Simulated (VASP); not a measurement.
Input of a VASP 6.6.1 run:

Contents of INCAR:

```
SYSTEM = Si4N
PREC     = Accurate       ! precision mode
ENCUT    = 520            ! plane-wave cutoff, eV
EDIFF    = 1E-6           ! SCF threshold, eV
ISMEAR   = 0              ! smearing method
SIGMA    = 0.2            ! smearing width, eV
LREAL    = .False.        ! projectors in reciprocal space
LASPH    = .True.         ! aspherical terms in the spheres
NELM     = 80             ! most SCF steps
ALGO     = Normal         ! electronic algorithm
ISIF     = 2              ! what is computed and relaxed
LWAVE    = .False.        ! write WAVECAR
LCHARG   = .False.        ! write CHGCAR
GGA      = PE             ! functional
NBANDS   = 18             ! bands
```

Contents of KPOINTS:

```
Automatic mesh
0
Gamma
  5 5 3
  0 0 0
```

Contents of POSCAR:

```
Si4N
1.0
    3.8166439455      0.0000000000      0.0000000000
   -1.9083219728      3.3053106140      0.0000000000
    0.0000000000      0.0000000000      7.5197412063
Si N
4 1
Direct
    0.0000000000      0.0000000000      0.7812356991
    0.0000000000      0.0000000000      0.2187643009
    0.3333333333      0.6666666667      0.3442121613
    0.3333333333      0.6666666667      0.6557878387
    0.0000000000      0.0000000000      0.0000000000
```

Potentials or basis: VASP PAW PBE potentials, release 64 (Si, N).

Run with:

```bash
$ cat potpaw_PBE.64/Si/POTCAR potpaw_PBE.64/N/POTCAR > POTCAR
$ mpirun -np 1 vasp_std > vasp.out
```

Task: Predict the pressure.

Result: -0.1 GPa.

Task: Predict the largest force.

Result: 0.004 eV/Å.

Forces in eV/Å, atoms in the order of the input:
```
Si   0.000  0.000  0.003
Si   0.000  0.000 -0.003
Si   0.000  0.000 -0.004
Si   0.000  0.000  0.004
N    0.000  0.000  0.000
```

Caveat: the k points lie up to 0.38 Å⁻¹ apart.
